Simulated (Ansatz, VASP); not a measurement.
## N in VASP and in Ansatz

The input INCAR:

```
SYSTEM = N
  PREC = Accurate
  ENCUT = 600
  EDIFF = 1E-6
  ISMEAR = 0
  SIGMA = 0.02
  LREAL = .FALSE.
  LASPH = .TRUE.
  NELM = 80
  ALGO = Normal
  ISIF = 3
  LWAVE = .FALSE.
  LCHARG = .FALSE.
  GGA = PE
  IVDW = 12
  IBRION = 2
  NSW = 100
  EDIFFG = -0.005
```

File KPOINTS:

```
Automatic mesh
0
G
  4 4 4
  0 0 0
```

POSCAR

```
N
1.0
    5.8151017200      0.0000000000      0.0000000000
    0.0000000000      5.8151017200      0.0000000000
    0.0000000000      0.0000000000      5.8151017200
N
8
Direct
    0.0639014400      0.0639014400      0.0639014400
    0.4360985600      0.9360985600      0.5639014400
    0.5639014400      0.4360985600      0.9360985600
    0.9360985600      0.5639014400      0.4360985600
    0.9541388600      0.9541388600      0.9541388600
    0.5458611400      0.0458611400      0.4541388600
    0.4541388600      0.5458611400      0.0458611400
    0.0458611400      0.4541388600      0.5458611400
```

Input for Ansatz:

```yaml
crystal:
  lattice:
    - [5.81510172, 0.0, 0.0]
    - [0.0, 5.81510172, 0.0]
    - [0.0, 0.0, 5.81510172]
  atoms:
    - { symbol: "N", position: [0.06390144, 0.06390144, 0.06390144] }
    - { symbol: "N", position: [0.43609856, 0.93609856, 0.56390144] }
    - { symbol: "N", position: [0.56390144, 0.43609856, 0.93609856] }
    - { symbol: "N", position: [0.93609856, 0.56390144, 0.43609856] }
    - { symbol: "N", position: [0.95413886, 0.95413886, 0.95413886] }
    - { symbol: "N", position: [0.54586114, 0.04586114, 0.45413886] }
    - { symbol: "N", position: [0.45413886, 0.54586114, 0.04586114] }
    - { symbol: "N", position: [0.04586114, 0.45413886, 0.54586114] }
basis:
  ecutwfc: 420
kpoints:
  mp_grid: { grid: [4, 4, 4] }
hamiltonian:
  xc: pbe
  dispersion: d3bj
scf:
  occupations: { method: gaussian, width: 0.02 }
output:
  forces: true
  stress: true
  eigenvalues: true
relax:
  adjacent_minimum: "off"
  f_tol: 0.005
  max_steps: 80
  cell: { stress_tol: 0.05 }
```

Alike in both runs: task relaxation of cell and atoms; functional PBE; dispersion D3(BJ); k mesh 4 × 4 × 4; occupations gaussian, width 0.02 eV; no spin polarisation.

|  | VASP | Ansatz |
| --- | --- | --- |
| version | VASP 6.6.1 | Ansatz 0.2.0 |
| potentials or method | VASP PAW PBE potentials, release 64 (N), cutoff 600 eV | scalar-relativistic, plane waves, PAW |
| valence electrons in the cell | 40 | 40 |

```csv
,VASP,Ansatz,Ansatz less VASP
"gap on the k mesh at the Fermi level, each at its own relaxed structure (eV)",7.15,7.43,+0.280
relaxed volume (Å³/atom),21.26,23.15,+1.892
relaxed cell length with the largest relative difference (Å),5.540,5.700,+0.1597
```

One of these differences is far larger than is usual between the two programs; its cause wasn't traced.

Noted on VASP's run: the standard files for N, O and F lose accuracy on very short bonds.
